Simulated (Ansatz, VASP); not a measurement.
**LiH in VASP and in Ansatz**

```
CELL_PARAMETERS angstrom
4.51446 0.00000 0.00000
-1.35937 2.78975 0.00000
-0.88569 -2.51501 3.07213
ATOMIC_POSITIONS crystal
Li 0.11261 0.80124 0.27359
Li 0.53178 0.33281 0.91473
H 0.12284 0.52159 0.63863
H 0.77950 0.55671 0.81766
```

Alike in both runs: task relaxation of cell and atoms; functional PBE; k mesh 6 × 8 × 6; occupations gaussian, width 0.1 eV; no spin polarisation.

|  | VASP | Ansatz |
| --- | --- | --- |
| version | VASP 6.6.1 | Ansatz 0.2.0 |
| potentials or method | VASP PAW PBE potentials, release 64 (Li_sv, H), cutoff 600 eV | scalar-relativistic, plane waves, PAW |
| valence electrons in the cell | 8 | 8 |

```csv
,VASP,Ansatz,Ansatz less VASP
"gap on the k mesh at the Fermi level, each at its own relaxed structure (eV)",2.71,2.97,+0.254
relaxed volume (Å³/atom),7.76,8.01,+0.256
relaxed cell length with the largest relative difference (Å),5.468,5.653,+0.1857
```

One of these differences is far larger than is usual between the two programs; its cause wasn't traced.

Noted on VASP's run: the cutoff is short for stress, so the pressure is rough; the volume moved by over 15 % at a fixed basis, so the end points are rough.
